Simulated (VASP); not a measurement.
# LiTe36Mo18 (a cell with a defect) in VASP: further runs, part 2 of 2

VASP 6.6.1. Earlier steps stand in the parts before.

## (3) Single point, PBE

INCAR reads:

```
  ALGO = Normal
  EDIFF = 1E-7
  ENCUT = 520
  GGA = PE
  ISIF = 2
  ISMEAR = -1
  LASPH = T
  LCHARG = F
  LREAL = Auto
  LWAVE = F
  NBANDS = 268
  NELECT = 470.0
  NELM = 80
  PREC = Accurate
  SIGMA = 0.01
```

KPOINTS reads:

```
k-points
0
Gamma
  1 1 1
```

POSCAR reads:

```
LiTe36Mo18
1.0
   10.4191193500      0.0000000000      0.0000000000
   -5.2095596700      9.0232220400      0.0000000000
    0.0000000000      0.0000000000     13.7729284500
Te Mo Li
36 18 1
Direct
    0.1101378967      0.2218020922      0.6167942663
    0.2207034169      0.1080645959      0.1241095963
    0.2217828763      0.1102661739      0.3832518626
    0.1077871743      0.2206634462      0.8758408723
    0.1106100844      0.5562216179      0.6170873293
    0.2206222854      0.4462812365      0.1241726282
    0.2217552965      0.4451218265      0.3832199120
    0.1113690931      0.5554554209      0.8796224750
    0.1106752425      0.8879860882      0.6171872608
    0.2220084507      0.7778154298      0.1202338905
    0.2227152395      0.7781568276      0.3832664854
    0.1113616357      0.8893751303      0.8795662439
    0.4450039964      0.2218148657      0.6167025828
    0.5554348274      0.1114017571      0.1205538044
    0.5561516698      0.1107125545      0.3828780670
    0.4461631343      0.2206916782      0.8760054069
    0.4450400869      0.5567027924      0.6167847357
    0.5589141480      0.4462386479      0.1240567364
    0.5566643820      0.4451185629      0.3833108477
    0.4462125553      0.5590595909      0.8758573528
    0.4439716046      0.8887594941      0.6168171960
    0.5554742454      0.7775881683      0.1205101861
    0.5561452428      0.7789642620      0.3829362951
    0.4448677957      0.8891847868      0.8797527116
    0.7780674125      0.2228721559      0.6168051425
    0.8893054831      0.1114106783      0.1204590337
    0.8879273092      0.1107520580      0.3829697316
    0.7776326662      0.2219690317      0.8797657284
    0.7788909183      0.5561853902      0.6171885391
    0.8890719760      0.4448809485      0.1202688905
    0.8887358601      0.4441575662      0.3832350289
    0.7774621826      0.5554716062      0.8795325725
    0.7780790820      0.8887784047      0.6167219345
    0.8891117030      0.7777884889      0.1203195456
    0.8887686767      0.7781689450      0.3832081961
    0.7776503636      0.8891915430      0.8797876735
    0.1098700182      0.2217238140      0.2529963219
    0.2217741241      0.1100473163      0.7470507382
    0.1101029175      0.5568583445      0.2521376260
    0.2216439801      0.4452396739      0.7470215262
    0.1102249035      0.8869943349      0.2521258351
    0.2224988216      0.7779123006      0.7486678482
    0.4451573145      0.2218735853      0.2530093628
    0.5565919511      0.1102592116      0.7478669293
    0.4451966404      0.5569312883      0.2529949170
    0.5567645726      0.4450651719      0.7470431241
    0.4441354914      0.8887716161      0.2514623730
    0.5567461400      0.7800477520      0.7478456896
    0.7781012004      0.2226693176      0.2514428944
    0.8867575803      0.1101022249      0.7478376400
    0.7798674613      0.5566940425      0.2521534847
    0.8889216005      0.4443094187      0.7486572246
    0.7779974942      0.8889651496      0.2514715135
    0.8887726053      0.7780987733      0.7486509994
    0.3332118246      0.3337769990     -0.0001255759
```

Potentials or basis: VASP PAW PBE potentials, release 64 (Te, Mo_sv, Li_sv).

On the command line:

```
> cat potpaw_PBE.64/Te/POTCAR potpaw_PBE.64/Mo_sv/POTCAR potpaw_PBE.64/Li_sv/POTCAR > POTCAR
> mpirun -np 1 vasp_gam > vasp.out
```

OUTCAR:

```text
EDIFF = 1E-7
   ENCUT = 520
   GGA = PE
   ISIF = 2
   ISMEAR = -1
   LASPH = T
   LREAL = Auto
   NELECT = 470.0
   NELM = 80
   PREC = Accurate

 ion  position               nearest neighbor table
   1  0.110  0.222  0.617-  38 2.70  40 2.70  50 2.71  33 3.46  25 3.47   9 3.48   5 3.48  13 3.49
                            17 3.49   4 3.57
   2  0.221  0.108  0.124-  55 2.66  41 2.66  43 2.69  37 2.69  10 3.45  34 3.45  14 3.47  26 3.47
[... 637 lines left out ...]
  Total       35.5034125     35.5071411     36.9573198     -0.0053378      0.0040139     -0.0032532
  in kB       43.9300535     43.9346671     45.7290418     -0.0066047      0.0049666     -0.0040253
  external PRESSURE =      44.5312541 kB  Pullay stress =       0.0000000 kB

 VOLUME and BASIS-vectors are now :
 -----------------------------------------------------------------------------
  energy-cutoff  :      520.00
  volume of cell :     1294.85
      direct lattice vectors                 reciprocal lattice vectors
    10.419119350  0.000000000  0.000000000     0.095977401  0.055412578  0.000000000
    -5.209559670  9.023222040  0.000000000     0.000000000  0.110825157  0.000000000
     0.000000000  0.000000000 13.772928450     0.000000000  0.000000000  0.072606200

 POSITION                                       TOTAL-FORCE (eV/Angst)
 -----------------------------------------------------------------------------------
     -0.00795      2.00137      8.49506        -0.000418      0.006932     -0.006424
      1.73657      0.97509      1.70935        -0.002645      0.001286     -0.015849
      1.73634      0.99496      5.27850         0.002888      0.001823      0.008083
     -0.02651      1.99110     12.06289         0.004192      0.000560      0.015255
     -1.74521      5.01891      8.49910         0.005466     -0.000567     -0.008415
     -0.02624      4.02689      1.71022         0.003079     -0.004304     -0.015115
[... 47 lines left out ...]
      5.20668      7.02096     10.31112         0.002328     -0.000800     -0.001359
      1.73294      3.01174     13.77120         0.002380     -0.003898      0.006721
 -----------------------------------------------------------------------------------
    total drift:                               -0.003432     -0.011889      0.003466

  FREE ENERGIE OF THE ION-ELECTRON SYSTEM (eV)
  ---------------------------------------------------
  free  energy   TOTEN  =      -334.9434890619 eV

  energy  without entropy=     -334.9434890619  energy(sigma->0) =     -334.94348906
```

stdout:

```text
POSCAR found type information on POSCAR TeMoLi
 POSCAR found :  3 types and      55 ions
 scaLAPACK will be used
 LDA part: xc-table for (Slater+PW92), standard interpolation
 POSCAR, INCAR and KPOINTS ok, starting setup
 FFT: planning ... GRIDC
 FFT: planning ... GRID_SOFT
 FFT: planning ... GRID
 WAVECAR not read
 entering main loop
 the old and the new charge density differ
 old charge density:   471.00000 new  470.00000
    0.670E+01
```

Wall time 24 min (1 thread of Intel Xeon Platinum 8259CL at 2.50GHz (Skylake/Cascade Lake), shared host); peak memory 1.3 GiB.

What came out:

```yaml
Free_energy: -334.9435 eV
Largest_force: 0.017 eV/Å
```

Forces in eV/Å, atoms in the order of the input:
```
Te   0.000  0.007 -0.006
Te  -0.003  0.001 -0.016
Te   0.003  0.002  0.008
Te   0.004  0.001  0.015
Te   0.005 -0.001 -0.008
Te   0.003 -0.004 -0.015
Te  -0.002 -0.001  0.012
Te   0.002  0.003  0.013
Te   0.006 -0.004 -0.007
Te   0.004 -0.003 -0.010
Te  -0.003  0.003  0.010
Te   0.006 -0.002  0.012
Te  -0.003 -0.001 -0.008
Te   0.001  0.003 -0.012
Te   0.000  0.003  0.012
Te  -0.007  0.001  0.013
Te   0.000  0.000 -0.015
Te  -0.006 -0.003 -0.012
Te  -0.002  0.003  0.011
Te  -0.003 -0.008  0.014
Te   0.000  0.004 -0.010
Te  -0.004 -0.001 -0.013
Te   0.002 -0.002  0.009
Te  -0.001 -0.002  0.008
Te   0.003 -0.004 -0.008
Te  -0.003  0.005 -0.011
Te  -0.004  0.006  0.006
Te  -0.004  0.006  0.006
Te   0.000  0.003 -0.010
Te  -0.001  0.003 -0.011
Te   0.002 -0.001  0.013
Te   0.003 -0.001  0.014
Te  -0.003 -0.004 -0.002
Te   0.002 -0.005 -0.012
Te   0.000 -0.005  0.006
Te  -0.003 -0.001  0.011
Mo   0.003 -0.002 -0.004
Mo  -0.001 -0.001  0.007
Mo   0.004 -0.003  0.000
Mo  -0.002  0.001  0.004
Mo  -0.001  0.001  0.001
Mo  -0.002  0.005  0.000
Mo   0.003 -0.005 -0.006
Mo   0.004 -0.002  0.004
Mo   0.000  0.001 -0.003
Mo   0.004  0.002  0.005
Mo   0.003  0.007 -0.009
Mo   0.000  0.001  0.002
Mo  -0.005 -0.004 -0.007
Mo   0.001  0.001  0.004
Mo  -0.001  0.000 -0.003
Mo  -0.005  0.001  0.001
Mo  -0.002  0.001 -0.009
Mo   0.002 -0.001 -0.001
Li   0.002 -0.004  0.007
```

Levels at points of the mesh, in eV from the Fermi level:
| k point | band 232 | band 233 | band 234 | band 235 | band 236 | band 237 | band 238 | band 239 |
| --- | --- | --- | --- | --- | --- | --- | --- | --- |
| (0.00, 0.00, 0.00) | -0.59 | -0.33 | -0.31 | -0.29 | 0.71 | 0.71 | 0.76 | 0.76 |

Caveat: the k points lie up to 0.70 Å⁻¹ apart; the cell carries a net charge on a neutralising background, which shifts energy and pressure; the cell is charged against a uniform background, so pressure and absolute levels hang on convention; the cutoff is under 1.25 times the usual one of these potentials, so pressure, stress and relaxed cells hold a basis-set (Pulay) error; spin-orbit coupling is left out, which moves the levels of the heavy elements.
